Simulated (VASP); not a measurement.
# GaN (P6_3mc) in VASP: further runs

Runs on GaN. Level: r2SCAN. Tasks: single point.

All numbers are computed with VASP 6.6.1; they aren't measurements. Logs are shortened: lines on timing, memory, paths and dates and some standing lists are left out, and cuts for length are marked.

**Measured values to compare with.**

From “Studying electronic properties in GaN without electrical contacts using γ-γ vs e−-γ Perturbed Angular Correlations”, 2019, pmc:6823545, for a bulk crystal of GaN: band gap 3.503 ± 0.005 eV (direct).

How close the calculation comes is told below.

## 1. The cell of the first run

Symmetry: P6_3mc, No. 186, hexagonal system. Conventional cell: a = 3.151 Å, b = 3.151 Å, c = 5.131 Å, α = 90.00°, β = 90.00°, γ = 120.00°. Within 2.6 Å of Ga (site symmetry 3m) lie 4 N at 1.93 Å. N (site symmetry 3m) has 4 Ga at 1.93 Å within 2.6 Å.

## 2. Single point, r2SCAN (volume scaled by 0.97, then relaxed in part)

Contents of POSCAR:

```
GaN
1.0
    3.1509437181      0.0000000000      0.0000000000
   -1.5754718590      2.7287973057      0.0000000000
    0.0000000000      0.0000000000      5.1312330780
Ga N
2 2
Direct
    0.3333333333      0.6666666667     -0.0008898964
    0.6666666667      0.3333333333      0.4991101036
    0.3333333333      0.6666666667      0.3758898964
    0.6666666667      0.3333333333      0.8758898964
```

Contents of INCAR.step1:

```
  PREC = Accurate
  ENCUT = 520
  ISMEAR = 0
  SIGMA = 0.02
  LREAL = F
  LASPH = T
  NELM = 100
  NBANDS = 26
  GGA = PE
  ALGO = Normal
  EDIFF = 1E-4
  LWAVE = T
  LCHARG = F
```

Contents of INCAR.step2:

```
  PREC = Accurate
  ENCUT = 520
  EDIFF = 1E-6
  ISMEAR = 0
  SIGMA = 0.02
  LREAL = F
  LASPH = T
  NELM = 100
  ALGO = Normal
  ISIF = 2
  LWAVE = F
  LCHARG = F
  METAGGA = R2SCAN
  LMIXTAU = T
  NBANDS = 26
  ISTART = 1
```

Contents of KPOINTS:

```
Automatic mesh
0
Gamma
  12 12 6
```

Potentials or basis: VASP PAW PBE potentials, release 64 (Ga_d, N).

Launch:

```bash
cat potpaw_PBE.64/Ga_d/POTCAR potpaw_PBE.64/N/POTCAR > POTCAR
cp INCAR.step1 INCAR
mpirun -np 1 vasp_std > vasp.out
cp INCAR.step2 INCAR
mpirun -np 1 vasp_std > vasp.out
```

OUTCAR:

```text
PREC = Accurate
   ENCUT = 520
   EDIFF = 1E-6
   ISMEAR = 0
   LREAL = F
   LASPH = T
   NELM = 100
   ISIF = 2
   METAGGA = R2SCAN
   ISTART = 1

 ion  position               nearest neighbor table
   1  0.333  0.667  0.999-   4 1.93   4 1.93   4 1.93   3 1.93
   2  0.667  0.333  0.499-   3 1.93   3 1.93   3 1.93   4 1.93
   3  0.333  0.667  0.376-   2 1.93   2 1.93   2 1.93   1 1.93
   4  0.667  0.333  0.876-   1 1.93   1 1.93   1 1.93   2 1.93

  LATTYP: Found a hexagonal cell.
 ALAT       =     3.1509437181
 C/A-ratio  =     1.6284750021

  Lattice vectors:

 A1 = (   3.1509437181,   0.0000000000,   0.0000000000)
 A2 = (  -1.5754718590,   2.7287973057,   0.0000000000)
 A3 = (   0.0000000000,   0.0000000000,   5.1312330780)

Analysis of symmetry for initial positions (statically):
=====================================================================
 Subroutine PRICEL returns:
 Original cell was already a primitive cell.

 Routine SETGRP: Setting up the symmetry group for a
 hexagonal supercell.

 Subroutine GETGRP returns: Found 12 space group operations
 (whereof  6 operations were pure point group operations)
 out of a pool of 24 trial point group operations.

The static configuration has the point symmetry C_3v.
 The point group associated with its full space group is C_6v.

Analysis of symmetry for dynamics (positions and initial velocities):
=====================================================================
 Subroutine PRICEL returns:
 Original cell was already a primitive cell.

 Routine SETGRP: Setting up the symmetry group for a
 hexagonal supercell.

 Subroutine GETGRP returns: Found 12 space group operations
 (whereof  6 operations were pure point group operations)
 out of a pool of 24 trial point group operations.

The dynamic configuration has the point symmetry C_3v.
 The point group associated with its full space group is C_6v.

 Subroutine INISYM returns: Found 12 space group operations
 (whereof  6 operations are pure point group operations),
 and found     1 'primitive' translations

----------------------------------------------------------------------------------------

                                     Primitive cell

  volume of cell :      44.1198

  direct lattice vectors                    reciprocal lattice vectors
     3.150943718  0.000000000  0.000000000     0.317365237  0.183230905  0.000000000
    -1.575471859  2.728797306  0.000000000     0.000000000  0.366461810  0.000000000
     0.000000000  0.000000000  5.131233078     0.000000000  0.000000000  0.194884930

  length of vectors
     3.150943718  3.150943718  5.131233078     0.366461810  0.366461810  0.194884930

  position of ions in fractional coordinates (direct lattice)
     0.333333333  0.666666667  0.999110104
     0.666666667  0.333333333  0.499110104
     0.333333333  0.666666667  0.375889896
     0.666666667  0.333333333  0.875889896

  ion indices of the primitive-cell ions
   primitive index   ion index
                 1           1
                 2           2
                 3           3
                 4           4

----------------------------------------------------------------------------------------

 KPOINTS: Automatic mesh

Automatic generation of k-mesh.
 Grid dimensions read from file:
 generate k-points for:   12   12    6

 Generating k-lattice:

  Cartesian coordinates                     Fractional coordinates (reciprocal lattice)
     0.026447103  0.015269242  0.000000000     0.083333333  0.000000000  0.000000000
     0.000000000  0.030538484  0.000000000     0.000000000  0.083333333  0.000000000
     0.000000000  0.000000000  0.032480822     0.000000000  0.000000000  0.166666667

  Length of vectors
     0.030538484  0.030538484  0.032480822

  Shift w.r.t. Gamma in fractional coordinates (k-lattice)
     0.000000000  0.000000000  0.000000000

 Subroutine IBZKPT returns following result:
 ===========================================

 Found     76 irreducible k-points:

 Following reciprocal coordinates:
            Coordinates               Weight
  0.000000  0.000000  0.000000      1.000000
  0.083333  0.000000  0.000000      6.000000
  0.166667  0.000000  0.000000      6.000000
  0.250000  0.000000  0.000000      6.000000
  0.333333  0.000000  0.000000      6.000000
  0.416667  0.000000  0.000000      6.000000
[... 16 lines left out ...]
  0.250000  0.000000  0.166667     12.000000
  0.333333  0.000000  0.166667     12.000000
 [... further k-points ...]
   k-points           NKPTS =     76   k-points in BZ     NKDIM =     76   number of bands    NBANDS=     26
   number of dos      NEDOS =    301   number of ions     NIONS =      4
   total plane-waves  NPLWV =  23040
   dimension x,y,z NGX =    24 NGY =   24 NGZ =   40
   dimension x,y,z NGXF=    48 NGYF=   48 NGZF=   80
   ions per type =               2   2
   NGX,Y,Z   is equivalent  to a cutoff of  12.66, 12.66, 12.96 a.u.
   NGXF,Y,Z  is equivalent  to a cutoff of  25.33, 25.33, 25.92 a.u.
 SYSTEM =  unknown system
   PREC   = accura    normal or accurate (medium, high low for compatibility)
   ISTART =      1    job   : 0-new  1-cont  2-samecut
   ICHARG =      0    charge: 1-file 2-atom 10-const
   ISPIN  =      1    spin polarized calculation?
   LNONCOLLINEAR =      F non collinear calculations
   LSORBIT =      F    spin-orbit coupling
   LASPH  =      T    aspherical Exc in radial PAW
   ENCUT  =  520.0 eV  38.22 Ry    6.18 a.u.   5.86  5.86  9.54*2*pi/ulx,y,z
   NELM   =    100;   NELMIN=  2; NELMDL=  0     # of ELM steps
   EDIFF  = 0.1E-05   stopping-criterion for ELM
   LREAL  =      F    real-space projection
   EDIFFG = 0.1E-04   stopping-criterion for IOM
   NSW    =      0    number of steps for IOM
   IBRION =     -1    ionic relax: 0-MD 1-quasi-New 2-CG
   NFREE  =      0    steps in history (QN), initial steepest desc. (CG)
   ISIF   =      2    stress and relaxation
   ISYM   =      2    0-nonsym 1-usesym 2-fastsym
   POTIM  = 0.5000    time-step for ionic-motion
   TEBEG  =    0.0;   TEEND  =   0.0 temperature during run
   PSTRESS=    0.0 pullay stress
   NELECT =      36.0000    total number of electrons
   NUPDOWN=      -1.0000    fix difference up-down
   EMIN   =  10.00;   EMAX   =-10.00  energy-range for DOS
   EFERMI =   0.00;   METHOD = LEGACY
   ISMEAR =     0;   SIGMA  =   0.02  broadening in eV -4-tet -1-fermi 0-gaus
   EFERMI_NEDOS =   21; number of points for ismear=-14 and -15
   IALGO  =     38    algorithm
   IMIX   =      4    mixing-type and parameters
     AMIX     =   0.40;   BMIX     =  1.00
     AMIX_MAG =   1.60;   BMIX_MAG =  1.00
  volume/ion in A,a.u.               =      11.03        74.43
  Fermi-wavevector in a.u.,A,eV,Ry     =   1.529788  2.890879 31.841032  2.340250
  Thomas-Fermi vector in A             =   2.637360
   LORBIT       =      0    0 simple, 1 ext, 2 COOP (PROOUT), +10 PAW based schemes
   METAGGA = R2SCAN    functional components
   LHFCALC =     F    Hartree Fock is set to
   AEXX    =    0.0000 exact exchange contribution
   IVDW    =     0    specifies the selected vdW correction
   LEPSILON=     F    determine dielectric tensor
   LRPA    =     F    only Hartree local field effects (RPA)
 non-spin polarized calculation
 Gauss-broadening in eV      SIGMA  =   0.02
  energy-cutoff  :      520.00
  volume of cell :       44.12
 maximum number of plane-waves:      1200
 NGX is ok and might be reduce to    24
   NGX = 11   NGY = 11   NGZ = 19

 number of electron      36.0000033 magnetization

 Free energy of the ion-electron system (eV)
  ---------------------------------------------------
  ext. energy  EPLUGINS =         0.00000000
  ---------------------------------------------------
  free energy    TOTEN  =       -43.78344906 eV

  energy without entropy =      -43.78344906  energy(sigma->0) =      -43.78344906

 E-fermi :   5.5661     XC(G=0): -12.8448

 val. band max:        5.4396859403   @ k =   0.0000   0.0000   0.0000
 cond. band min:       7.9949511549   @ k =   0.0000   0.0000   0.0000
 fundamental gap:      2.5552652146
 Fermi energy:         5.5660989390

 k-point     1 :       0.0000    0.0000    0.0000
  band No.  band energies     occupation
      1     -11.6428      2.00000
      2     -10.5430      2.00000
      3      -8.4148      2.00000
      4      -8.3978      2.00000
      5      -8.3978      2.00000
      6      -8.3226      2.00000
[... 18 lines left out ...]
     25      18.1649      0.00000
     26      18.1649      0.00000

 k-point     2 :       0.0833    0.0000    0.0000
  band No.  band energies     occupation
      1     -11.5693      2.00000
      2     -10.5204      2.00000
      3      -8.4082      2.00000
      4      -8.3862      2.00000
      5      -8.3749      2.00000
      6      -8.3136      2.00000
[... 18 lines left out ...]
     25      17.8010      0.00000
     26      18.3370      0.00000

 k-point     3 :       0.1667    0.0000    0.0000
  band No.  band energies     occupation
      1     -11.3664      2.00000
      2     -10.4633      2.00000
      3      -8.3810      2.00000
      4      -8.3576      2.00000
      5      -8.3134      2.00000
      6      -8.2757      2.00000
[... 18 lines left out ...]
     25      17.8331      0.00000
     26      18.7299      0.00000

 k-point     4 :       0.2500    0.0000    0.0000
  band No.  band energies     occupation
      1     -11.0875      2.00000
      2     -10.3972      2.00000
      3      -8.3509      2.00000
      4      -8.3278      2.00000
      5      -8.2525      2.00000
      6      -8.2056      2.00000
[... 18 lines left out ...]
     25      17.8060      0.00000
     26      19.2692      0.00000

 k-point     5 :       0.3333    0.0000    0.0000
  band No.  band energies     occupation
      1     -10.8156      2.00000
      2     -10.3465      2.00000
      3      -8.3342      2.00000
      4      -8.3105      2.00000
      5      -8.2116      2.00000
      6      -8.1490      2.00000
[... 18 lines left out ...]
     25      17.9909      0.00000
     26      19.7675      0.00000

 k-point     6 :       0.4167    0.0000    0.0000
  band No.  band energies     occupation
      1     -10.6270      2.00000
      2     -10.3214      2.00000
      3      -8.3321      2.00000
      4      -8.3051      2.00000
      5      -8.1915      2.00000
      6      -8.1316      2.00000
[... 427 lines left out ...]
 k-point    21 :       0.0833    0.0000    0.1667
  band No.  band energies     occupation
      1     -11.4855      2.00000
      2     -10.5661      2.00000
      3      -8.3970      2.00000
      4      -8.3835      2.00000
      5      -8.3625      2.00000
      6      -8.3209      2.00000
[... 18 lines left out ...]
     25      17.6412      0.00000
     26      18.0578      0.00000

 k-point    22 :       0.1667    0.0000    0.1667
  band No.  band energies     occupation
      1     -11.2900      2.00000
      2     -10.4996      2.00000
      3      -8.3755      2.00000
      4      -8.3533      2.00000
      5      -8.3105      2.00000
      6      -8.2726      2.00000
[... 18 lines left out ...]
     25      17.4312      0.00000
     26      18.4972      0.00000

 k-point    23 :       0.2500    0.0000    0.1667
  band No.  band energies     occupation
      1     -11.0238      2.00000
      2     -10.4215      2.00000
      3      -8.3501      2.00000
      4      -8.3203      2.00000
      5      -8.2660      2.00000
      6      -8.2143      2.00000
[... 18 lines left out ...]
     25      17.5440      0.00000
     26      19.0886      0.00000

 k-point    24 :       0.3333    0.0000    0.1667
  band No.  band energies     occupation
      1     -10.7678      2.00000
      2     -10.3598      2.00000
      3      -8.3378      2.00000
      4      -8.2992      2.00000
      5      -8.2301      2.00000
      6      -8.1586      2.00000
[... 18 lines left out ...]
     25      17.7741      0.00000
     26      19.7021      0.00000

 [... further k-points ...]

------------------------ aborting loop because EDIFF is reached ----------------------------------------

  FORCE on cell =-STRESS in cart. coord.  units (eV):
  Direction    XX          YY          ZZ          XY          YZ          ZX
  --------------------------------------------------------------------------------------
  -------------------------------------------------------------------------------------
  Total        2.1118243      2.1118243      2.0440374      0.0000000      0.0000000      0.0000000
  in kB       76.6892867     76.6892867     74.2276557      0.0000000      0.0000000      0.0000000
  external PRESSURE =      75.8687430 kB  Pullay stress =       0.0000000 kB

 VOLUME and BASIS-vectors are now :
 -----------------------------------------------------------------------------
  energy-cutoff  :      520.00
  volume of cell :       44.12
      direct lattice vectors                 reciprocal lattice vectors
     3.150943718  0.000000000  0.000000000     0.317365237  0.183230905  0.000000000
    -1.575471859  2.728797306  0.000000000     0.000000000  0.366461810  0.000000000
     0.000000000  0.000000000  5.131233078     0.000000000  0.000000000  0.194884930

 POSITION                                       TOTAL-FORCE (eV/Angst)
 -----------------------------------------------------------------------------------
     -0.00000      1.81920      5.12667         0.000000     -0.000000      0.010699
      1.57547      0.90960      2.56105        -0.000000      0.000000      0.010699
     -0.00000      1.81920      1.92878         0.000000     -0.000000     -0.010699
      1.57547      0.90960      4.49440         0.000000     -0.000000     -0.010699
 -----------------------------------------------------------------------------------
    total drift:                                0.000002      0.000003      0.035919

  FREE ENERGIE OF THE ION-ELECTRON SYSTEM (eV)
  ---------------------------------------------------
  free  energy   TOTEN  =       -43.7834490563 eV

  energy  without entropy=      -43.7834490563  energy(sigma->0) =      -43.78344906
```

It took 91 s on 1 thread of Intel Xeon 6975P-C (Granite Rapids), shared host; peak memory 0.21 GiB.

What came out:

```yaml
Free_energy: -43.7834 eV
Pressure: 7.6 GPa
Largest_force: 0.011 eV/Å
Band_gap_on_the_k_mesh: 2.56 eV, direct
```

Forces in eV/Å, atoms in the order of the input:
```
Ga   0.000  0.000  0.011
Ga   0.000  0.000  0.011
N    0.000  0.000 -0.011
N    0.000  0.000 -0.011
```

Stress tensor (GPa, compression positive):
```
7.67 0.00 0.00
0.00 7.67 0.00
0.00 0.00 7.42
```

Caveat: the cell differs from its parent crystal (volume scaled by 0.97, then relaxed in part); the PAW data sets were made with another functional, which shifts forces and pressure a little.

## 3. Single point, r2SCAN

This run uses another cell than the first one, of 11.37 Å³/atom, 1.031 times its volume.

Contents of POSCAR:

```
GaN
1.0
    3.1830984258      0.0000000000      0.0000000000
   -1.5915492129      2.7566440995      0.0000000000
    0.0000000000      0.0000000000      5.1835962158
Ga N
2 2
Direct
    0.3333333333      0.6666666667     -0.0008898964
    0.6666666667      0.3333333333      0.4991101036
    0.3333333333      0.6666666667      0.3758898964
    0.6666666667      0.3333333333      0.8758898964
```

Contents of INCAR.step1:

```
PREC     = Accurate       # precision mode
ENCUT    = 520            # plane-wave cutoff, eV
ISMEAR   = 0              # smearing method
SIGMA    = 0.02           # smearing width, eV
LREAL    = F              # projectors in reciprocal space
LASPH    = T              # aspherical terms in the spheres
NELM     = 100            # most SCF steps
NBANDS   = 26             # bands
GGA      = PE             # functional
ALGO     = Normal         # electronic algorithm
EDIFF    = 1E-4           # SCF threshold, eV
LWAVE    = T              # write WAVECAR
LCHARG   = F              # write CHGCAR
```

Contents of INCAR.step2:

```
PREC     = Accurate       # precision mode
ENCUT    = 520            # plane-wave cutoff, eV
EDIFF    = 1E-7           # SCF threshold, eV
ISMEAR   = 0              # smearing method
SIGMA    = 0.02           # smearing width, eV
LREAL    = F              # projectors in reciprocal space
LASPH    = T              # aspherical terms in the spheres
NELM     = 100            # most SCF steps
ALGO     = Normal         # electronic algorithm
ISIF     = 2              # what is computed and relaxed
LWAVE    = F              # write WAVECAR
LCHARG   = F              # write CHGCAR
METAGGA  = R2SCAN         # meta-GGA
LMIXTAU  = T            
NBANDS   = 26             # bands
ISTART   = 1
```

Contents of KPOINTS:

```
regular mesh
0
Gamma
  12 12 6
```

Potentials or basis: VASP PAW PBE potentials, release 64 (Ga_d, N).

Launch:

```bash
cat potpaw_PBE.64/Ga_d/POTCAR potpaw_PBE.64/N/POTCAR > POTCAR
cp INCAR.step1 INCAR
mpirun -np 1 vasp_std > vasp.out
cp INCAR.step2 INCAR
mpirun -np 1 vasp_std > vasp.out
```

It took 1.8 min on 1 thread of Intel Xeon 6975P-C (Granite Rapids), shared host; peak memory 0.22 GiB.

Results (log left out):

```yaml
Free_energy: -43.8209 eV
Pressure: 1.1 GPa
Largest_force: 0.005 eV/Å
Band_gap_on_the_k_mesh: 2.34 eV, direct
```

Forces in eV/Å, atoms in the order of the input:
```
Ga   0.000  0.000  0.005
Ga   0.000  0.000  0.005
N    0.000  0.000 -0.005
N    0.000  0.000 -0.005
```

Stress tensor (GPa, compression positive):
```
1.14 0.00 0.00
0.00 1.14 0.00
0.00 0.00 1.01
```

Levels at points of the mesh, in eV from the valence-band top:
```tsv
k point	band 15	band 16	band 17	band 18	band 19	band 20	band 21	band 22
(0.00, 0.00, 0.00)	-1.07	-0.04	0.00	0.00	2.34	4.81	9.96	10.59
(0.50, 0.00, 0.00)	-4.30	-2.84	-2.24	-1.03	5.58	6.12	6.55	9.35
(0.00, 0.00, 0.50)	-0.55	-0.55	-0.55	-0.55	4.77	4.77	9.18	9.18
(0.50, 0.00, 0.50)	-2.01	-2.01	-1.95	-1.95	4.89	4.89	8.42	8.42
```

Caveat: the PAW data sets were made with another functional, which shifts forces and pressure a little.

(Part 1 of 2 ends here.)
